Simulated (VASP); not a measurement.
PbS, 16 atoms in the cell. The typed cell holds 16 atoms: a = 8.449 Å, b = 8.449 Å, c = 8.449 Å, α = 60.00°, β = 60.00°, γ = 60.00°. 

```yaml
Program: VASP 6.6.1
Task: single point
Functional: PBEsol
Potentials_or_basis: VASP PAW PBE potentials, release 64 (Pb_d, S)
Cutoff: 520 eV
k_mesh: 2 × 2 × 2
Occupations: fermi-dirac, width 0.052 eV
Spin: no spin polarisation
Dipole_correction: no
Further_INCAR_settings: LREAL = Auto; ALGO = Normal; EDIFF = 1e-06; NBANDS = 94
```

Potentials or basis: VASP PAW PBE potentials, release 64 (Pb_d, S).

Launch:

```console
$ cat potpaw_PBE.64/Pb_d/POTCAR potpaw_PBE.64/S/POTCAR > POTCAR
$ mpirun -np 1 vasp_std > vasp.out
```

Hardware: 1 thread of Intel Xeon 8259CL, on a shared host.

Question: How long does it take, and how much memory?

Answer: It took 16 min on 1 thread of Intel Xeon 8259CL, on a shared host, peak memory 0.65 GiB. Counts: scf iterations 14, k points 8.
